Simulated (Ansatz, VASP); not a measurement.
Ga3AsP2 in VASP and in Ansatz

File POSCAR:

```
Ga3AsP2
1.0
    3.9483532197      0.0000000000      0.0000000000
   -1.9741766099      3.4193741914      0.0000000000
    0.0000000000      0.0000000000      9.6770428216
Ga P As
3 2 1
Direct
    0.0000000000      0.0000000000      0.9929705711
    0.3333333333      0.6666666667      0.6666877393
    0.6666666667      0.3333333333      0.3400360369
    0.0000000000      0.0000000000      0.7467652060
    0.3333333333      0.6666666667      0.4198091125
    0.6666666667      0.3333333333      0.0837313341
```

File INCAR.step1:

```
SYSTEM = Ga3AsP2
PREC     = Accurate       ! precision mode
ENCUT    = 520            ! plane-wave cutoff, eV
ISMEAR   = 0              ! smearing method
SIGMA    = 0.02           ! smearing width, eV
LREAL    = .FALSE.        ! projectors in reciprocal space
LASPH    = .TRUE.         ! aspherical terms in the spheres
NELM     = 80             ! most SCF steps
NBANDS   = 36             ! bands
GGA      = PE             ! functional
ALGO     = Normal         ! electronic algorithm
EDIFF    = 1E-4           ! SCF threshold, eV
LWAVE    = .TRUE.         ! write WAVECAR
LCHARG   = .FALSE.        ! write CHGCAR
```

Contents of INCAR.step2:

```
SYSTEM = Ga3AsP2
PREC     = Accurate       ! precision mode
ENCUT    = 520            ! plane-wave cutoff, eV
EDIFF    = 1E-6           ! SCF threshold, eV
ISMEAR   = 0              ! smearing method
SIGMA    = 0.02           ! smearing width, eV
LREAL    = .FALSE.        ! projectors in reciprocal space
LASPH    = .TRUE.         ! aspherical terms in the spheres
NELM     = 80             ! most SCF steps
ALGO     = Normal         ! electronic algorithm
ISIF     = 2              ! what is computed and relaxed
LWAVE    = .FALSE.        ! write WAVECAR
LCHARG   = .FALSE.        ! write CHGCAR
METAGGA  = R2SCAN         ! meta-GGA
LMIXTAU  = .TRUE.       
NBANDS   = 36             ! bands
ISTART   = 1
```

The input KPOINTS:

```
Automatic mesh
0
G
  12 12 4
  0 0 0
```

Input for Ansatz:

```yaml
crystal:
  lattice:
    - [3.9483532197, 0.0, 0.0]
    - [-1.9741766099, 3.4193741914, 0.0]
    - [0.0, 0.0, 9.6770428216]
  atoms:
    - { symbol: Ga, position: [0.0, 0.0, 0.9929705711] }
    - { symbol: Ga, position: [0.3333333333, 0.6666666667, 0.6666877393] }
    - { symbol: Ga, position: [0.6666666667, 0.3333333333, 0.3400360369] }
    - { symbol: P, position: [0.0, 0.0, 0.746765206] }
    - { symbol: P, position: [0.3333333333, 0.6666666667, 0.4198091125] }
    - { symbol: As, position: [0.6666666667, 0.3333333333, 0.0837313341] }
basis:
  ecutwfc: 500
kpoints:
  mp_grid: { grid: [12, 12, 4] }
  band_path:
    path:
      - [[0.0, 0.0, 0.0], [0.5, 0.0, 0.0], [0.33333333, 0.33333333, 0.0], [0.0, 0.0, 0.0], [0.0, 0.0, 0.5], [0.5, 0.0, 0.5], [0.33333333, 0.33333333, 0.5], [0.0, 0.0, 0.5]]
      - [[0.5, 0.0, 0.5], [0.5, 0.0, 0.0]]
      - [[0.33333333, 0.33333333, 0.5], [0.33333333, 0.33333333, 0.0]]
    npoints: 14
hamiltonian:
  xc: r2scan
scf:
  occupations: { method: gaussian, width: 0.02 }
  n_extra_bands: 15
output:
  forces: true
  stress: true
  eigenvalues: true
  populations: true
  dos: { projected: true, de: 0.02, nscf_kmesh: { grid: [18, 18, 6] } }
  bader: true
  write_density: true
  write_potential: true
  elf: true
  volumetric_format: npy
```

Alike in both runs: task single point; functional r2SCAN; k mesh 12 × 12 × 4; occupations gaussian, width 0.02 eV; no spin polarisation.

|  | VASP | Ansatz |
| --- | --- | --- |
| version | VASP 6.6.1 | Ansatz 0.2.0 |
| potentials or method | VASP PAW PBE potentials, release 64 (Ga_d, P, As), cutoff 520 eV | scalar-relativistic, plane waves, PAW |
| valence electrons in the cell | 54 | 64 |

|  | VASP | Ansatz | Ansatz less VASP |
| --- | --- | --- | --- |
| gap on the k mesh at the Fermi level (eV) | 1.42 | 1.44 | +0.021 |
| least direct gap on the mesh (eV) | 1.42 | 1.44 | +0.021 |
| pressure (GPa) | -2.6 | -2.6 | 0.00 |
| rms of the force components (eV/Å) | 0.016 | 0.019 | +0.0028 |

VASP's potentials were made for PBE, not for r2SCAN. Atom by atom the forces differ by 0.004 eV/Å (rms over components). With one functional, cell and mesh, what is left measures potentials, basis and numerics. VASP's potentials hold 54 valence electrons a cell and Ansatz's 64, so a difference there can come from the potentials and not from the codes.
